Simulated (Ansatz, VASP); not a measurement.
## BP: VASP beside Ansatz

Contents of POSCAR:

```
BP
1.0
    0.0000000000      2.3128037594      2.3128037594
    2.3128037594      0.0000000000      2.3128037594
    2.3128037594      2.3128037594      0.0000000000
B P
1 1
Direct
    0.0000000000      0.0000000000      0.0000000000
    0.2500000000      0.2500000000      0.2500000000
```

Contents of INCAR.step1:

```
SYSTEM = BP
PREC     = Accurate       ! precision mode
ENCUT    = 520            ! plane-wave cutoff, eV
ISMEAR   = 0              ! smearing method
SIGMA    = 0.01           ! smearing width, eV
LREAL    = .False.        ! projectors in reciprocal space
LASPH    = .True.         ! aspherical terms in the spheres
NELM     = 80             ! most SCF steps
NBANDS   = 11             ! bands
GGA      = PE             ! functional
ALGO     = Normal         ! electronic algorithm
EDIFF    = 1E-4           ! SCF threshold, eV
LWAVE    = .True.         ! write WAVECAR
LCHARG   = .False.        ! write CHGCAR
```

Contents of INCAR.step2:

```
SYSTEM = BP
PREC     = Accurate       ! precision mode
ENCUT    = 520            ! plane-wave cutoff, eV
EDIFF    = 1E-7           ! SCF threshold, eV
ISMEAR   = 0              ! smearing method
SIGMA    = 0.01           ! smearing width, eV
LREAL    = .False.        ! projectors in reciprocal space
LASPH    = .True.         ! aspherical terms in the spheres
NELM     = 80             ! most SCF steps
ALGO     = Normal         ! electronic algorithm
ISIF     = 2              ! what is computed and relaxed
LWAVE    = .False.        ! write WAVECAR
LCHARG   = .False.        ! write CHGCAR
METAGGA  = R2SCAN         ! meta-GGA
LMIXTAU  = .True.       
NBANDS   = 11             ! bands
ISTART   = 1
```

Contents of KPOINTS:

```
regular mesh
0
Gamma
  8 8 8
  0 0 0
```

Input for Ansatz:

```yaml
crystal:
  lattice:
    - [0.0, 2.3128037594, 2.3128037594]
    - [2.3128037594, 0.0, 2.3128037594]
    - [2.3128037594, 2.3128037594, 0.0]
  atoms:
    - { symbol: B, position: [0.0, 0.0, 0.0] }
    - { symbol: P, position: [0.25, 0.25, 0.25] }
kpoints:
  mp_grid: { grid: [8, 8, 8] }
hamiltonian:
  xc: r2scan
scf:
  occupations: { method: fixed }
  n_extra_bands: 4
output:
  forces: true
  stress: true
  eigenvalues: true
```

Alike in both runs: task single point; functional r2SCAN; k mesh 8 × 8 × 8; no spin polarisation.

|  | VASP | Ansatz |
| --- | --- | --- |
| version | VASP 6.6.1 | Ansatz 0.2.0 |
| potentials or method | VASP PAW PBE potentials, release 64 (B, P) | plane waves, PAW |
| plane-wave cutoff (eV) | 520 | 500 |
| occupations | gaussian, width 0.01 eV | fixed |
| valence electrons in the cell | 8 | 8 |

Ansatz gave:

| Quantity | Value |
| --- | --- |
| gap on the k mesh at the Fermi level (eV) | 1.51 |
| pressure (GPa) | -8.8 |

**Question.** Which values does VASP return?

**Answer.** gap on the k mesh at the Fermi level (eV): 1.54; pressure (GPa): -9.3.

VASP's potentials were made for PBE, not for r2SCAN.
